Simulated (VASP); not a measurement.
Input of a VASP 6.6.1 run:

The input INCAR:

```
SYSTEM = MgB2
PREC     = Accurate       ! precision mode
ENCUT    = 520            ! plane-wave cutoff, eV
EDIFF    = 1E-8           ! SCF threshold, eV
ISMEAR   = -1             ! smearing method
SIGMA    = 0.1            ! smearing width, eV
LREAL    = .FALSE.        ! projectors in reciprocal space
LASPH    = .TRUE.         ! aspherical terms in the spheres
NELM     = 100            ! most SCF steps
ALGO     = Normal         ! electronic algorithm
ISIF     = 2              ! what is computed and relaxed
LWAVE    = .FALSE.        ! write WAVECAR
LCHARG   = .FALSE.        ! write CHGCAR
NBANDS   = 11             ! bands
IBRION   = 8              ! ionic algorithm
NSW      = 1              ! ionic steps
```

Contents of KPOINTS:

```
regular mesh
0
G
  10 10 8
  0 0 0
```

The input POSCAR:

```
MgB2
1.0
    3.0245159973      0.0000000000      0.0000000000
   -1.5122579987      2.6193076878      0.0000000000
    0.0000000000      0.0000000000      3.4268639824
Mg B
1 2
Direct
    0.0000000000      0.0000000000      0.0000000000
    0.3333333333      0.6666666667      0.5000000000
    0.6666666667      0.3333333333      0.5000000000
```

Potentials or basis: VASP PAW LDA potentials, release 64 (Mg, B).

Launch:

```sh
$ cat potpaw_LDA.64/Mg/POTCAR potpaw_LDA.64/B/POTCAR > POTCAR
$ mpirun -np 1 vasp_std > vasp.out
```

Question: Estimate the highest phonon frequency at Γ, LO-TO splitting left out.

Answer: 719 cm⁻¹.

Phonon frequencies in cm⁻¹ (negative: imaginary):
```
              q point                    frequencies
(0.000, 0.000, 0.000)  0 0 0 360 360 429 550 550 719
```

Caveat: the cell wasn't relaxed at this level first, which shifts response properties.
